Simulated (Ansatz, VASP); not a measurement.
# One calculation of SrO, two programs

File INCAR:

```
SYSTEM = SrO
ALGO = Normal
EDIFF = 1E-7
ENCUT = 520
ISIF = 2
ISMEAR = 0
LASPH = .TRUE.
LCHARG = .TRUE.
LELF = .TRUE.
LREAL = .FALSE.
LVHAR = .TRUE.
LWAVE = .FALSE.
NBANDS = 24
NELM = 80
PREC = Accurate
SIGMA = 0.05
```

The input KPOINTS:

```
k-points
0
G
  9 9 8
  0 0 0
```

The input POSCAR:

```
SrO
1.0
    0.0000000000     -2.5321850030     -2.5321850030
   -2.5321850030      0.0000000000     -2.5321850030
    2.5321850030      2.5321850030     -5.0643700061
Sr O
2 2
Direct
    0.0024517324     -0.0073551973      0.0024517324
    0.5024517324      0.4926448027      0.5024517324
    0.6968454647      0.8415022644      0.7365717216
    0.2763002574      0.2390605696      0.2365740004
```

Input for Ansatz:

```yaml
crystal:
  lattice:
    - [0.0, -2.532185003, -2.532185003]
    - [-2.532185003, 0.0, -2.532185003]
    - [2.532185003, 2.532185003, -5.0643700061]
  atoms:
    - { symbol: Sr, position: [0.0024517324, -0.0073551973, 0.0024517324] }
    - { symbol: Sr, position: [0.5024517324, 0.4926448027, 0.5024517324] }
    - { symbol: O, position: [0.6968454647, 0.8415022644, 0.7365717216] }
    - { symbol: O, position: [0.2763002574, 0.2390605696, 0.2365740004] }
basis:
  ecutwfc: 520.0
kpoints:
  mp_grid: { grid: [9, 9, 8] }
hamiltonian:
  xc: lda
  pseudopotentials: { kind: paw }
scf:
  occupations: { method: gaussian, width: 0.05 }
output:
  forces: true
  stress: true
  eigenvalues: true
```

Change from the starting cell: mode 6 frozen in at -0.136 Å and mode 10 at -0.167 Å (largest displacements).

Alike in both runs: task single point; functional LDA; k mesh 9 × 9 × 8; occupations gaussian, width 0.05 eV; no spin polarisation.

|  | VASP | Ansatz |
| --- | --- | --- |
| version | VASP 6.6.1 | Ansatz 0.2.0 |
| potentials or method | VASP PAW LDA potentials, release 64 (Sr_sv, O), cutoff 520 eV | scalar-relativistic, plane waves, PAW |
| valence electrons in the cell | 32 | 32 |

```tsv
	VASP	Ansatz	Ansatz less VASP
gap on the k mesh at the Fermi level (eV)	3.14	3.19	+0.054
least direct gap on the mesh (eV)	3.19	3.25	+0.053
pressure (GPa)	2.9	2.0	-0.94
traceless stress, the component that is largest in VASP (GPa)	3.77	3.56	-0.215
rms of the force components (eV/Å)	0.590	0.556	-0.0344
```

LDA's correlation is that of Perdew and Zunger in VASP and of Perdew and Wang (1992) in Ansatz. Atom by atom the forces differ by 0.035 eV/Å (rms over components).
